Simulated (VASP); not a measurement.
Set up this calculation in VASP 6.6.1, as the native input.

```
Task                   : single point
Functional             : PBEsol
Potentials or basis    : VASP PAW PBE potentials, release 64 (Ta_pv, N)
Cutoff                 : 520 eV
k mesh                 : 9 × 9 × 9
Occupations            : fermi-dirac, width 0.02 eV
Spin                   : no spin polarisation
Dipole correction      : no
Further INCAR settings : ALGO = Normal; EDIFF = 1e-07; NBANDS = 15
```

The structure of TaN lies in POSCAR:

```
TaN
1.0
    0.0000000000      2.2076743409      2.2076743409
    2.2076743409      0.0000000000      2.2076743409
    2.2076743409      2.2076743409      0.0000000000
Ta N
1 1
Direct
    0.5000000000      0.5000000000      0.5000000000
    0.0000000000      0.0000000000      0.0000000000
```

This cell differs from its parent crystal: volume scaled by 1.04.

These files were run (other wordings do the same):

INCAR

```
PREC = Accurate
ENCUT = 520
EDIFF = 1E-7
ISMEAR = -1
SIGMA = 0.02
LREAL = F
LASPH = T
NELM = 80
ALGO = Normal
ISIF = 2
LWAVE = F
LCHARG = F
GGA = PS
NBANDS = 15
```

KPOINTS

```
regular mesh
0
Gamma
  9 9 9
```

Potentials or basis: VASP PAW PBE potentials, release 64 (Ta_pv, N).

Command:

```bash
$ cat potpaw_PBE.64/Ta_pv/POTCAR potpaw_PBE.64/N/POTCAR > POTCAR
$ mpirun -np 1 vasp_std > vasp.out
```

It gave:

```yaml
Pressure: -8.3 GPa
Band_gap_on_the_k_mesh: zero (band 8 reaches 10.77 eV, above the bottom of band 9 at 7.14 eV)
```

Caveat: the PAW data sets were made with another functional, which shifts forces and pressure a little; spin-orbit coupling is left out, which moves the levels of the heavy elements.

Run time: 7.4 s on 1 thread of Intel Xeon 6975P-C (shared host), peak memory 0.14 GiB.
